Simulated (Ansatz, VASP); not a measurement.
**One calculation of O, two programs**

File INCAR:

```
PREC     = Accurate       # precision mode
ENCUT    = 520            # plane-wave cutoff, eV
EDIFF    = 1E-6           # SCF threshold, eV
ISMEAR   = -1             # smearing method
SIGMA    = 0.05           # smearing width, eV
LREAL    = F              # projectors in reciprocal space
LASPH    = T              # aspherical terms in the spheres
NELM     = 100            # most SCF steps
ALGO     = Normal         # electronic algorithm
ISIF     = 2              # what is computed and relaxed
LWAVE    = F              # write WAVECAR
LCHARG   = F              # write CHGCAR
GGA      = PS             # functional
NBANDS   = 13             # bands
```

File KPOINTS:

```
Automatic mesh
0
Gamma
  8 8 6
```

Contents of POSCAR:

```
O
1.0
    2.8514028533     -1.6624159400      0.0000000000
    2.8514028533      1.6624159400      0.0000000000
   -2.3944914034      0.0000000000      3.7199911860
O
2
Direct
    0.9745461700      0.9745461700      0.8444259800
    0.0254538300      0.0254538300      0.1555740200
```

input.yaml

```yaml
crystal:
  lattice:
    - [2.8514028533, -1.66241594, 0.0]
    - [2.8514028533, 1.66241594, 0.0]
    - [-2.3944914034, 0.0, 3.719991186]
  atoms:
    - { symbol: O, position: [0.97454617, 0.97454617, 0.84442598] }
    - { symbol: O, position: [0.02545383, 0.02545383, 0.15557402] }
hamiltonian:
  xc: pbesol
  pseudopotentials: { kind: paw }
kpoints:
  mp_grid: { grid: [8, 8, 6] }
  band_path:
    path:
      - [[0.5, 0.0, 0.0], [0.0, 0.0, 0.0], [0.0, 0.0, -0.5]]
      - [[0.5, 0.0, -0.5], [0.0, 0.0, 0.0], [0.0, 0.5, 0.0]]
      - [[0.5, 0.5, 0.0], [0.0, 0.0, 0.0], [0.0, 0.5, -0.5]]
      - [[0.5, 0.5, -0.5], [0.0, 0.0, 0.0]]
    npoints: 14
scf:
  occupations: { method: fermi_dirac, width: 0.05 }
  n_extra_bands: 6
output:
  forces: true
  stress: true
  eigenvalues: true
  fatbands: false
  write_density: true
  write_potential: true
  elf: true
  volumetric_format: npy
```

Alike in both runs: functional PBEsol; k mesh 8 × 8 × 6; occupations fermi-dirac, width 0.05 eV; no spin polarisation.

|  | VASP | Ansatz |
| --- | --- | --- |
| version | VASP 6.6.1 | Ansatz 0.2.0 |
| potentials or method | VASP PAW PBE potentials, release 64 (O) | Ansatz PAW |
| plane-wave cutoff (eV) | 520 | 420 |
| valence electrons in the cell | 12 | 12 |
| task | single point | band structure |

VASP gave:

| Quantity | Value |
| --- | --- |
| gap on the k mesh at the Fermi level (eV) | none |
| pressure (GPa) | -4.4 |
| traceless stress, the component that is largest in VASP (GPa) | -3.29 |
| rms of the force components (eV/Å) | 0.643 |

Task: Estimate Ansatz's values.

Result: gap on the k mesh at the Fermi level (eV): none; pressure (GPa): -6.1; traceless stress, the component that is largest in VASP (GPa): -6.36; rms of the force components (eV/Å): 1.229.

VASP's potentials were made for PBE, not for PBEsol. Atom by atom the forces differ by 0.590 eV/Å (rms over components). A gap of «none» marks a metal or a gap that the smearing closes.

Noted on VASP's run: the standard files for N, O and F lose accuracy on very short bonds; spin is off for a triplet molecule. Noted on Ansatz's run: spin is off for a triplet molecule.
